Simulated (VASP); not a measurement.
Set up this calculation in VASP 6.6.1, as the native input.

* Task: relaxation of cell and atoms
* Functional: PBE
* Potentials or basis: VASP PAW PBE potentials, release 64 (Ga_d)
* Cutoff: 600 eV
* k mesh: 10 × 10 × 10
* Occupations: gaussian, width 0.1 eV
* Spin: no spin polarisation
* Dipole correction: no
* Further INCAR settings: ALGO = Fast; EDIFF = 1e-07; IBRION = 2; EDIFFG = -0.01; NSW = 100; ISIF = 3

The structure of Ga lies in POSCAR:

```
Ga
1.0
    4.3617210936      0.0000000000      0.0000000000
    0.0000000000      4.3617210936      0.0000000000
    0.0000000000      0.0000000000      4.3617210936
Ga
4
Direct
    0.8750000000      0.1250000000      0.6250000000
    0.3750000000      0.3750000000      0.3750000000
    0.1250000000      0.6250000000      0.8750000000
    0.6250000000      0.8750000000      0.1250000000
```

The cell was generated, and may not be a known phase.

The input as run:

INCAR

```
SYSTEM = Ga
ALGO = Fast ; EDIFF = 1E-7
EDIFFG = -0.01 ; ENCUT = 600
GGA = PE ; IBRION = 2
ISIF = 3 ; ISMEAR = 0
LASPH = .True. ; LCHARG = .False.
LREAL = .False. ; LWAVE = .False.
NELM = 60 ; NSW = 100
PREC = Accurate ; SIGMA = 0.1
```

KPOINTS

```
k-points
0
Gamma
  10 10 10
  0 0 0
```

Potentials or basis: VASP PAW PBE potentials, release 64 (Ga_d).

Command:

```sh
$ cat potpaw_PBE.64/Ga_d/POTCAR > POTCAR
$ mpirun -np 1 vasp_std > vasp.out
```

It gave:

```json
{
 "Relaxed volume": "20.84 Å³/atom",
 "Relaxed cell": "a = 4.369 Å, b = 4.369 Å, c = 4.369 Å, α = 90.00°, β = 90.00°, γ = 90.00°",
 "Space group after relaxing (to 0.1 Å)": "P4_132 (No. 213)",
 "Energy gained by relaxing": "0.1 meV/atom",
 "Ionic steps": "2",
 "Pressure after relaxing": "0.0 GPa",
 "Band gap on the k mesh": "zero (bands 26 and 27 overlap by 2.83 eV)"
}
```

Run time: 6.3 min on 1 thread of AMD EPYC 7R13 (shared host), peak memory 0.29 GiB.
